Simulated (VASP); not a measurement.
Write the native input for VASP 6.6.1 that does the following.

| Property | Result |
| --- | --- |
| Task | density of states |
| Functional | PBE |
| Potentials or basis | VASP PAW PBE potentials, release 64 (Al, B, P) |
| Cutoff | 520 eV |
| k mesh | 12 × 12 × 4 |
| Occupations | gaussian, width 0.01 eV |
| Spin | no spin polarisation |
| Dipole correction | no |
| k mesh for the DOS | 18 × 18 × 6 |
| Occupations for the DOS | tetrahedron |
| Further INCAR settings | ALGO = Normal; EDIFF = 1e-06; NBANDS = 21 |

Crystal: AlB2P3.

```
Al B P
1.0
     3.41537    0.00000    0.00000
    -1.70768    2.95779    0.00000
     0.00000    0.00000    8.64960
Al B P
1 2 3
Direct
  0.66667 0.33333 0.33739
  0.00000 0.00000 0.98544
  0.33333 0.66667 0.68598
  0.00000 0.00000 0.21382
  0.66667 0.33333 0.61345
  0.33333 0.66667 0.91391
```

One way to write it, as run:

POSCAR

```
AlB2P3
1.0
    3.4153663784      0.0000000000      0.0000000000
   -1.7076831892      2.9577940469      0.0000000000
    0.0000000000      0.0000000000      8.6495964266
Al B P
1 2 3
Direct
    0.6666666667      0.3333333333      0.3373898713
    0.0000000000      0.0000000000      0.9854420794
    0.3333333333      0.6666666667      0.6859812720
    0.0000000000      0.0000000000      0.2138232552
    0.6666666667      0.3333333333      0.6134491160
    0.3333333333      0.6666666667      0.9139144062
```

INCAR.step1

```
SYSTEM = AlB2P3
PREC = Accurate
ENCUT = 520
EDIFF = 1E-6
ISMEAR = 0
SIGMA = 0.01
LREAL = .FALSE.
LASPH = .TRUE.
NELM = 60
ALGO = Normal
ISIF = 2
LWAVE = .FALSE.
LCHARG = .TRUE.
GGA = PE
NBANDS = 21
```

KPOINTS.step1

```
Automatic mesh
0
G
  12 12 4
  0 0 0
```

INCAR.step2

```
SYSTEM = AlB2P3
PREC = Accurate
ENCUT = 520
EDIFF = 1E-6
ISMEAR = -5
SIGMA = 0.01
LREAL = .FALSE.
LASPH = .TRUE.
NELM = 60
ALGO = Normal
ISIF = 2
LWAVE = .FALSE.
LCHARG = .FALSE.
GGA = PE
LORBIT = 11
NBANDS = 21
NEDOS = 2001
ICHARG = 11
```

KPOINTS.step2

```
Automatic mesh
0
G
  18 18 6
  0 0 0
```

Potentials or basis: VASP PAW PBE potentials, release 64 (Al, B, P).

Launch:

```bash
$ cat potpaw_PBE.64/Al/POTCAR potpaw_PBE.64/B/POTCAR potpaw_PBE.64/P/POTCAR > POTCAR
$ cp INCAR.step1 INCAR
$ cp KPOINTS.step1 KPOINTS
$ mpirun -np 1 vasp_std > vasp.out
$ cp INCAR.step2 INCAR
$ cp KPOINTS.step2 KPOINTS
$ mpirun -np 1 vasp_std > vasp.out
```

Results of the run:

The valence electrons inside the program's atomic spheres are Al 0.87; B 1.76, 1.77; P 2.69, 2.51, 2.50.

Wall time 10 min on 1 thread of AMD EPYC 7R13, on a shared host, peak memory 0.42 GiB.
